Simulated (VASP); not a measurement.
# CoSi (P2_13) in VASP: a series of runs

CoSi is run at these levels: PBE; tasks: single point.

Everything below comes from runs of VASP 6.6.1. Logs are shortened: lines on timing, memory, paths and dates and some standing lists are left out, and cuts for length are marked.

### Step 1. The cell of the first run

The structure is cubic, space group P2_13 (No. 198). The conventional cell has a = 4.340 Å, b = 4.340 Å, c = 4.340 Å, α = 90.00°, β = 90.00°, γ = 90.00°. Co (site symmetry 3) has 7 Si at 2.28 to 2.37 Å and 6 Co at 2.67 Å within 3.0 Å. Within 3.0 Å of Si (site symmetry 3) lie 7 Co at 2.28 to 2.37 Å and 6 Si at 2.69 Å.

### Step 2. Single point, PBE (10.22 Å³/atom)

INCAR reads:

```
SYSTEM = CoSi
PREC = Accurate
ENCUT = 520
EDIFF = 1E-6
ISMEAR = 0
SIGMA = 0.1
LREAL = .False.
LASPH = .True.
NELM = 100
ALGO = Normal
ISIF = 2
LWAVE = .False.
LCHARG = .False.
GGA = PE
NBANDS = 36
```

KPOINTS reads:

```
regular mesh
0
Gamma
  8 8 8
  0 0 0
```

POSCAR reads:

```
CoSi
1.0
    4.3403981963      0.0000000000      0.0000000000
    0.0000000000      4.3403981963      0.0000000000
    0.0000000000      0.0000000000      4.3403981963
Co Si
4 4
Direct
    0.1469179746      0.1469179746      0.1469179746
    0.3530820254      0.8530820254      0.6469179746
    0.6469179746      0.3530820254      0.8530820254
    0.8530820254      0.6469179746      0.3530820254
    0.8439032067      0.8439032067      0.8439032067
    0.6560967933      0.1560967933      0.3439032067
    0.3439032067      0.6560967933      0.1560967933
    0.1560967933      0.3439032067      0.6560967933
```

Potentials or basis: VASP PAW PBE potentials, release 64 (Co, Si).

The run is started by

```
$ cat potpaw_PBE.64/Co/POTCAR potpaw_PBE.64/Si/POTCAR > POTCAR
$ mpirun -np 1 vasp_std > vasp.out
```

OUTCAR:

```text
SYSTEM = CoSi
   PREC = Accurate
   ENCUT = 520
   EDIFF = 1E-6
   ISMEAR = 0
   LREAL = .False.
   LASPH = .True.
   NELM = 100
   ISIF = 2
   GGA = PE

 ion  position               nearest neighbor table
   1  0.147  0.147  0.147-   5 2.28   6 2.30   7 2.30   8 2.30   7 2.37   8 2.37   6 2.37   3 2.67
                             4 2.67   2 2.67   2 2.67   4 2.67   3 2.67
   2  0.353  0.853  0.647-   6 2.28   5 2.30   7 2.30   8 2.30   7 2.37   8 2.37   5 2.37   1 2.67
                             1 2.67   3 2.67   3 2.67   4 2.67   4 2.67
   3  0.647  0.353  0.853-   7 2.28   6 2.30   5 2.30   8 2.30   8 2.37   6 2.37   5 2.37   1 2.67
                             4 2.67   2 2.67   2 2.67   4 2.67   1 2.67
   4  0.853  0.647  0.353-   8 2.28   6 2.30   7 2.30   5 2.30   6 2.37   5 2.37   7 2.37   1 2.67
                             3 2.67   2 2.67   1 2.67   2 2.67   3 2.67
   5  0.844  0.844  0.844-   1 2.28   2 2.30   3 2.30   4 2.30   3 2.37   4 2.37   2 2.37   6 2.69
                             7 2.69   8 2.69   6 2.69   8 2.69   7 2.69
   6  0.656  0.156  0.344-   2 2.28   1 2.30   3 2.30   4 2.30   3 2.37   4 2.37   1 2.37   8 2.69
                             5 2.69   5 2.69   7 2.69   7 2.69   8 2.69
   7  0.344  0.656  0.156-   3 2.28   2 2.30   1 2.30   4 2.30   4 2.37   2 2.37   1 2.37   8 2.69
                             5 2.69   8 2.69   6 2.69   6 2.69   5 2.69
   8  0.156  0.344  0.656-   4 2.28   2 2.30   3 2.30   1 2.30   2 2.37   1 2.37   3 2.37   7 2.69
                             5 2.69   7 2.69   5 2.69   6 2.69   6 2.69

  LATTYP: Found a simple cubic cell.
 ALAT       =     4.3403981963

  Lattice vectors:

 A1 = (   4.3403981963,   0.0000000000,   0.0000000000)
 A2 = (   0.0000000000,   4.3403981963,   0.0000000000)
 A3 = (   0.0000000000,   0.0000000000,   4.3403981963)

Analysis of symmetry for initial positions (statically):
=====================================================================
 Subroutine PRICEL returns:
 Original cell was already a primitive cell.

 Routine SETGRP: Setting up the symmetry group for a
 simple cubic supercell.

 Subroutine GETGRP returns: Found 12 space group operations
 (whereof  3 operations were pure point group operations)
 out of a pool of 48 trial point group operations.

The static configuration has the point symmetry C_3 .
 The point group associated with its full space group is T   .

Analysis of symmetry for dynamics (positions and initial velocities):
=====================================================================
 Subroutine PRICEL returns:
 Original cell was already a primitive cell.

 Routine SETGRP: Setting up the symmetry group for a
 simple cubic supercell.

 Subroutine GETGRP returns: Found 12 space group operations
[... 126 lines left out ...]
   PSTRESS=    0.0 pullay stress
   NELECT =      52.0000    total number of electrons
   NUPDOWN=      -1.0000    fix difference up-down
   EMIN   =  10.00;   EMAX   =-10.00  energy-range for DOS
   EFERMI =   0.00;   METHOD = LEGACY
   ISMEAR =     0;   SIGMA  =   0.10  broadening in eV -4-tet -1-fermi 0-gaus
   EFERMI_NEDOS =   21; number of points for ismear=-14 and -15
   IALGO  =     38    algorithm
   IMIX   =      4    mixing-type and parameters
     AMIX     =   0.40;   BMIX     =  1.00
     AMIX_MAG =   1.60;   BMIX_MAG =  1.00
  volume/ion in A,a.u.               =      10.22        68.98
  Fermi-wavevector in a.u.,A,eV,Ry     =   1.407818  2.660389 26.966070  1.981950
  Thomas-Fermi vector in A             =   2.530038
   LORBIT       =      0    0 simple, 1 ext, 2 COOP (PROOUT), +10 PAW based schemes
   GGA     = PE    functional components
   LHFCALC =     F    Hartree Fock is set to
   AEXX    =    0.0000 exact exchange contribution
   IVDW    =     0    specifies the selected vdW correction
   LEPSILON=     F    determine dielectric tensor
   LRPA    =     F    only Hartree local field effects (RPA)
 non-spin polarized calculation
 Gauss-broadening in eV      SIGMA  =   0.10
  energy-cutoff  :      520.00
  volume of cell :       81.77
 maximum number of plane-waves:      2272
   NGX = 17   NGY = 17   NGZ = 17

 number of electron      51.9999966 magnetization

 Free energy of the ion-electron system (eV)
  ---------------------------------------------------
  ext. energy  EPLUGINS =         0.00000000
  ---------------------------------------------------
  free energy    TOTEN  =       -54.51462295 eV

  energy without entropy =      -54.50872218  energy(sigma->0) =      -54.51167256

 E-fermi :  13.0939     XC(G=0): -13.1837

 val. band max:       13.0820566760   @ k =   0.5000   0.5000   0.3750
 cond. band min:      13.2308637419   @ k =   0.3750   0.3750   0.3750
 fundamental gap:      0.1488070660
 Fermi energy:        13.0938956693

 k-point     1 :       0.0000    0.0000    0.0000
  band No.  band energies     occupation
      1      -1.1173      2.00000
      2       4.5963      2.00000
      3       4.5963      2.00000
      4       4.5963      2.00000
      5       7.3051      2.00000
      6       7.3051      2.00000
[... 925 lines left out ...]
     35      18.1587      0.00000
     36      19.0986      0.00000

 [... further k-points ...]

------------------------ aborting loop because EDIFF is reached ----------------------------------------

  FORCE on cell =-STRESS in cart. coord.  units (eV):
  Direction    XX          YY          ZZ          XY          YZ          ZX
  --------------------------------------------------------------------------------------
  -------------------------------------------------------------------------------------
  Total        7.9503576      7.9503576      7.9503576      0.0000000      0.0000000      0.0000000
  in kB      155.7788598    155.7788598    155.7788598      0.0000000      0.0000000      0.0000000
  external PRESSURE =     155.7788598 kB  Pullay stress =       0.0000000 kB

 VOLUME and BASIS-vectors are now :
 -----------------------------------------------------------------------------
  energy-cutoff  :      520.00
  volume of cell :       81.77
      direct lattice vectors                 reciprocal lattice vectors
     4.340398196  0.000000000  0.000000000     0.230393608  0.000000000  0.000000000
     0.000000000  4.340398196  0.000000000     0.000000000  0.230393608  0.000000000
     0.000000000  0.000000000  4.340398196     0.000000000  0.000000000  0.230393608

 POSITION                                       TOTAL-FORCE (eV/Angst)
 -----------------------------------------------------------------------------------
      0.63768      0.63768      0.63768        -0.000424     -0.000424     -0.000424
      1.53252      3.70272      2.80788         0.000424      0.000424     -0.000424
      2.80788      1.53252      3.70272        -0.000424      0.000424      0.000424
      3.70272      2.80788      1.53252         0.000424     -0.000424      0.000424
      3.66288      3.66288      3.66288         0.002677      0.002677      0.002677
      2.84772      0.67752      1.49268        -0.002677     -0.002677      0.002677
      1.49268      2.84772      0.67752         0.002677     -0.002677     -0.002677
      0.67752      1.49268      2.84772        -0.002677      0.002677     -0.002677
 -----------------------------------------------------------------------------------
    total drift:                                0.000000      0.000000      0.000000

  FREE ENERGIE OF THE ION-ELECTRON SYSTEM (eV)
  ---------------------------------------------------
  free  energy   TOTEN  =       -54.5146229473 eV

  energy  without entropy=      -54.5087221812  energy(sigma->0) =      -54.51167256
```

OSZICAR:

```text
N       E                     dE             d eps       ncg     rms          rms(c)
DAV:   1     0.364209982144E+03    0.36421E+03   -0.22167E+04  3240   0.169E+03
DAV:   2    -0.293020146657E+02   -0.39351E+03   -0.37501E+03  3240   0.369E+02
DAV:   3    -0.592299496497E+02   -0.29928E+02   -0.28585E+02  3524   0.123E+02
DAV:   4    -0.604117709972E+02   -0.11818E+01   -0.11689E+01  4128   0.225E+01
DAV:   5    -0.604551793571E+02   -0.43408E-01   -0.43369E-01  4208   0.413E+00    0.296E+01
DAV:   6    -0.649758961592E+02   -0.45207E+01   -0.10337E+02  4232   0.131E+02    0.252E+01
DAV:   7    -0.545282283104E+02    0.10448E+02   -0.44778E+01  3692   0.953E+01    0.817E+00
DAV:   8    -0.546143027273E+02   -0.86074E-01   -0.35672E+00  3612   0.104E+01    0.294E+00
DAV:   9    -0.545194324514E+02    0.94870E-01   -0.22745E-01  4640   0.582E+00    0.966E-01
DAV:  10    -0.545157228617E+02    0.37096E-02   -0.18787E-02  4060   0.917E-01    0.324E-01
DAV:  11    -0.545146772095E+02    0.10457E-02   -0.20004E-03  5288   0.504E-01    0.101E-01
DAV:  12    -0.545146273724E+02    0.49837E-04   -0.23668E-04  4416   0.157E-01    0.336E-02
DAV:  13    -0.545146279174E+02   -0.54501E-06   -0.61013E-05  5044   0.495E-02    0.374E-02
DAV:  14    -0.545146228651E+02    0.50523E-05   -0.20246E-05  4708   0.413E-02    0.178E-03
DAV:  15    -0.545146229473E+02   -0.82264E-07   -0.10786E-06  1896   0.831E-03
   1 F= -.54514623E+02 E0= -.54511673E+02  d E =-.590077E-02
```

It took 61 s on 1 thread of Intel Xeon Platinum 8559C (Emerald Rapids), shared host; peak memory 0.24 GiB.

Results:

```yaml
Free_energy: -54.5146 eV
Pressure: 15.6 GPa
Largest_force: 0.005 eV/Å
Band_gap_on_the_k_mesh: zero (bands 26 and 27 overlap by 0.23 eV)
```

Forces on the atoms (eV/Å):
```
Co   0.000  0.000  0.000
Co   0.000  0.000  0.000
Co   0.000  0.000  0.000
Co   0.000  0.000  0.000
Si   0.003  0.003  0.003
Si  -0.003 -0.003  0.003
Si   0.003 -0.003 -0.003
Si  -0.003  0.003 -0.003
```

Levels at points of the mesh, in eV from the Fermi level:
```
           k point  band 23  band 24  band 25  band 26  band 27  band 28  band 29  band 30
(0.00, 0.00, 0.00)    -0.86    -0.86    -0.02    -0.02    -0.02     2.77     2.77     2.77
(0.50, 0.00, 0.00)    -0.71    -0.71    -0.54    -0.54     1.07     1.07     1.69     1.69
(0.50, 0.50, 0.00)    -1.09    -1.09    -0.05    -0.05     0.65     0.65     2.23     2.23
(0.50, 0.50, 0.50)    -1.35    -1.35    -0.25    -0.25    -0.25    -0.25     5.83     5.83
```

Caveat: the cell stands under pressure; the run has no spin polarisation, though such a crystal can be magnetic.

### Step 3. Single point, PBE (10.55 Å³/atom)

This run uses another cell than the first one, of 10.55 Å³/atom.

INCAR reads:

```
SYSTEM = CoSi
PREC = Accurate
ENCUT = 520
EDIFF = 1E-6
ISMEAR = 0
SIGMA = 0.1
LREAL = .FALSE.
LASPH = .TRUE.
NELM = 100
ALGO = Normal
ISIF = 2
LWAVE = .FALSE.
LCHARG = .FALSE.
GGA = PE
NBANDS = 36
```

KPOINTS reads:

```
regular mesh
0
G
  8 8 8
  0 0 0
```

POSCAR reads:

```
CoSi
1.0
    4.3860899561      0.0000000000      0.0000000000
    0.0000000000      4.3860899561      0.0000000000
    0.0000000000      0.0000000000      4.3860899561
Co Si
4 4
Direct
    0.1461026345      0.1461026345      0.1461026345
    0.3538973655      0.8538973655      0.6461026345
    0.6461026345      0.3538973655      0.8538973655
    0.8538973655      0.6461026345      0.3538973655
    0.8435370564      0.8435370564      0.8435370564
    0.6564629436      0.1564629436      0.3435370564
    0.3435370564      0.6564629436      0.1564629436
    0.1564629436      0.3435370564      0.6564629436
```

Potentials or basis: VASP PAW PBE potentials, release 64 (Co, Si).

The run is started by

```
$ cat potpaw_PBE.64/Co/POTCAR potpaw_PBE.64/Si/POTCAR > POTCAR
$ mpirun -np 1 vasp_std > vasp.out
```

Run time: 83 s. Hardware: 1 thread of Intel Xeon Platinum 8559C (Emerald Rapids), shared host; peak memory 0.26 GiB.

The run converged. Its results:

```yaml
Free_energy: -54.6968 eV
Pressure: 7.1 GPa
Largest_force: 0.007 eV/Å
Band_gap_on_the_k_mesh: zero (bands 26 and 27 overlap by 0.22 eV)
```

Forces on the atoms (eV/Å):
```
Co  -0.001 -0.001 -0.001
Co   0.001  0.001 -0.001
Co  -0.001  0.001  0.001
Co   0.001 -0.001  0.001
Si   0.004  0.004  0.004
Si  -0.004 -0.004  0.004
Si   0.004 -0.004 -0.004
Si  -0.004  0.004 -0.004
```

Levels at points of the mesh, in eV from the Fermi level:
```
           k point  band 23  band 24  band 25  band 26  band 27  band 28  band 29  band 30
(0.00, 0.00, 0.00)    -0.83    -0.83    -0.02    -0.02    -0.02     2.62     2.62     2.62
(0.50, 0.00, 0.00)    -0.68    -0.68    -0.52    -0.52     1.03     1.03     1.58     1.58
(0.50, 0.50, 0.00)    -1.05    -1.05    -0.05    -0.05     0.61     0.61     2.11     2.11
(0.50, 0.50, 0.50)    -1.29    -1.29    -0.24    -0.24    -0.24    -0.24     5.61     5.61
```

Caveat: the cell stands under pressure; the run has no spin polarisation, though such a crystal can be magnetic. Spin polarisation is off, so any magnetic state and its effect on volume and gap are missing.

### Step 4. Single point, PBE

This run uses another cell than the first one, of 10.87 Å³/atom.

INCAR reads:

```
SYSTEM = CoSi
PREC     = Accurate       ! precision mode
ENCUT    = 520            ! plane-wave cutoff, eV
EDIFF    = 1E-6           ! SCF threshold, eV
ISMEAR   = 0              ! smearing method
SIGMA    = 0.1            ! smearing width, eV
LREAL    = .FALSE.        ! projectors in reciprocal space
LASPH    = .TRUE.         ! aspherical terms in the spheres
NELM     = 80             ! most SCF steps
ALGO     = Normal         ! electronic algorithm
ISIF     = 2              ! what is computed and relaxed
LWAVE    = .FALSE.        ! write WAVECAR
LCHARG   = .FALSE.        ! write CHGCAR
GGA      = PE             ! functional
NBANDS   = 36             ! bands
```

KPOINTS is that of step 3.

POSCAR reads:

```
CoSi
1.0
    4.4308490675      0.0000000000      0.0000000000
    0.0000000000      4.4308490675      0.0000000000
    0.0000000000      0.0000000000      4.4308490675
Co Si
4 4
Direct
    0.1450189122      0.1450189122      0.1450189122
    0.3549810878      0.8549810878      0.6450189122
    0.6450189122      0.3549810878      0.8549810878
    0.8549810878      0.6450189122      0.3549810878
    0.8431597104      0.8431597104      0.8431597104
    0.6568402896      0.1568402896      0.3431597104
    0.3431597104      0.6568402896      0.1568402896
    0.1568402896      0.3431597104      0.6568402896
```

The run is started by

```
$ cat potpaw_PBE.64/Co/POTCAR potpaw_PBE.64/Si/POTCAR > POTCAR
$ mpirun -np 1 vasp_std > vasp.out
```

Wall time 78 s (1 thread of Intel Xeon Platinum 8559C (Emerald Rapids), shared host); peak memory 0.26 GiB.

It converged, with:

```yaml
Free_energy: -54.7514 eV
Pressure: -0.1 GPa
Largest_force: 0.004 eV/Å
Band_gap_on_the_k_mesh: zero (bands 26 and 27 overlap by 0.21 eV)
```

Forces in eV/Å, atoms in the order of the input:
```
Co   0.001  0.001  0.001
Co  -0.001 -0.001  0.001
Co   0.001 -0.001 -0.001
Co  -0.001  0.001 -0.001
Si   0.002  0.002  0.002
Si  -0.002 -0.002  0.002
Si   0.002 -0.002 -0.002
Si  -0.002  0.002 -0.002
```

Levels at points of the mesh, in eV from the Fermi level:
```csv
k point,band 22,band 23,band 24,band 25,band 26,band 27,band 28,band 29,band 30,band 31
"(0.00, 0.00, 0.00)",-0.92,-0.79,-0.79,-0.02,-0.02,-0.02,2.48,2.48,2.48,2.90
"(0.50, 0.00, 0.00)",-1.05,-0.66,-0.66,-0.50,-0.50,0.99,0.99,1.47,1.47,4.26
"(0.50, 0.50, 0.00)",-1.50,-1.01,-1.01,-0.05,-0.05,0.57,0.57,1.99,1.99,2.49
"(0.50, 0.50, 0.50)",-1.23,-1.23,-1.23,-0.23,-0.23,-0.23,-0.23,5.39,5.39,5.39
```

Caveat: the run has no spin polarisation, though such a crystal can be magnetic. Spin polarisation is off, so any magnetic state and its effect on volume and gap are missing.

[end of part 1 of 2]
